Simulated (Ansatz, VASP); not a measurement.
One calculation of Ge3P5, two programs

```
Ge P
1.0
     3.65821   -3.57566   -0.04542
     3.65821    3.57566   -0.04542
    -0.22622    0.00000    5.47212
Ge P
3 5
Direct
  0.48789 0.48789 0.03254
  0.99586 0.50258 0.52979
  0.50258 0.99586 0.52979
  0.50250 0.50250 0.47155
  0.00091 0.00091 0.44836
  0.97318 0.97318 0.03767
  0.53288 0.00472 0.97520
  0.00472 0.53288 0.97520
```

Change from the starting cell: the structure that the rattled cell fell into.

Alike in both runs: functional PBE; k mesh 6 × 6 × 6; occupations gaussian, width 0.1 eV; no spin polarisation.

Ansatz relaxed the structure, and its values are those at the end. VASP's run is a single point on that final structure, the one shown.

|  | VASP | Ansatz |
| --- | --- | --- |
| version | VASP 6.6.1 | Ansatz 0.2.0 |
| potentials or method | VASP PAW PBE potentials, release 64 (Ge_d, P), cutoff 520 eV | scalar-relativistic, plane waves, PAW |
| valence electrons in the cell | 67 | 67 |

|  | VASP | Ansatz | Ansatz less VASP |
| --- | --- | --- | --- |
| gap on the k mesh at the Fermi level (eV) | none | none | - |
| pressure (GPa) | -0.1 | 0.0 | +0.12 |
| rms of the force components (eV/Å) | 0.016 | 0.002 | -0.0143 |

A gap of «none» marks a metal or a gap that the smearing closes. The functional is the same, so the differences come from potentials, cutoffs and numerics.
